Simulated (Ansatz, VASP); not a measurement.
# One calculation of Al3Ru2, two programs

INCAR

```
PREC = Accurate
ENCUT = 520
EDIFF = 1E-6
ISMEAR = 0
SIGMA = 0.15
LREAL = F
LASPH = T
NELM = 100
ALGO = Fast
ISIF = 2
LWAVE = F
LCHARG = F
GGA = PS
NBANDS = 26
```

Contents of KPOINTS:

```
regular mesh
0
Gamma
  16 16 16
```

The input POSCAR:

```
Al3Ru2
1.0
   -1.5366814004      1.5366814004      7.1258323271
    1.5366814004     -1.5366814004      7.1258323271
    1.5366814004      1.5366814004     -7.1258323271
Al Ru
3 2
Direct
    0.0000000000      0.0000000000      0.0000000000
    0.8062567810      0.8062567810      0.0000000000
    0.1937432190      0.1937432190      0.0000000000
    0.6056584134      0.6056584134      0.0000000000
    0.3943415866      0.3943415866      0.0000000000
```

Input for Ansatz:

```yaml
crystal:
  lattice:
    - [-1.5366814004, 1.5366814004, 7.1258323271]
    - [1.5366814004, -1.5366814004, 7.1258323271]
    - [1.5366814004, 1.5366814004, -7.1258323271]
  atoms:
    - { symbol: Al, position: [0.0, 0.0, 0.0] }
    - { symbol: Al, position: [0.806256781, 0.806256781, 0.0] }
    - { symbol: Al, position: [0.193743219, 0.193743219, 0.0] }
    - { symbol: Ru, position: [0.6056584134, 0.6056584134, 0.0] }
    - { symbol: Ru, position: [0.3943415866, 0.3943415866, 0.0] }
basis:
  ecutwfc: 420
kpoints:
  mp_grid: { grid: [16, 16, 16] }
hamiltonian:
  xc: pbesol
scf:
  occupations: { method: gaussian, width: 0.15 }
output:
  forces: true
  stress: true
  eigenvalues: true
  write_density: true
  write_potential: true
  elf: true
  volumetric_format: npy
```

Alike in both runs: task single point; functional PBEsol; k mesh 16 × 16 × 16; occupations gaussian, width 0.15 eV; no spin polarisation.

|  | VASP | Ansatz |
| --- | --- | --- |
| version | VASP 6.6.1 | Ansatz 0.2.0 |
| potentials or method | VASP PAW PBE potentials, release 64 (Al, Ru_pv), cutoff 520 eV | scalar-relativistic, plane waves, PAW |
| valence electrons in the cell | 37 | 41 |

```csv
,VASP,Ansatz,Ansatz less VASP
gap on the k mesh at the Fermi level (eV),none,none,-
pressure (GPa),0.3,0.0,-0.25
rms of the force components (eV/Å),0.004,0.001,-0.0028
```

VASP's potentials were made for PBE, not for PBEsol. Atom by atom the forces differ by 0.003 eV/Å (rms over components). A gap of «none» marks a metal or a gap that the smearing closes. VASP's potentials hold 37 valence electrons a cell and Ansatz's 41, so a difference there can come from the potentials and not from the codes.
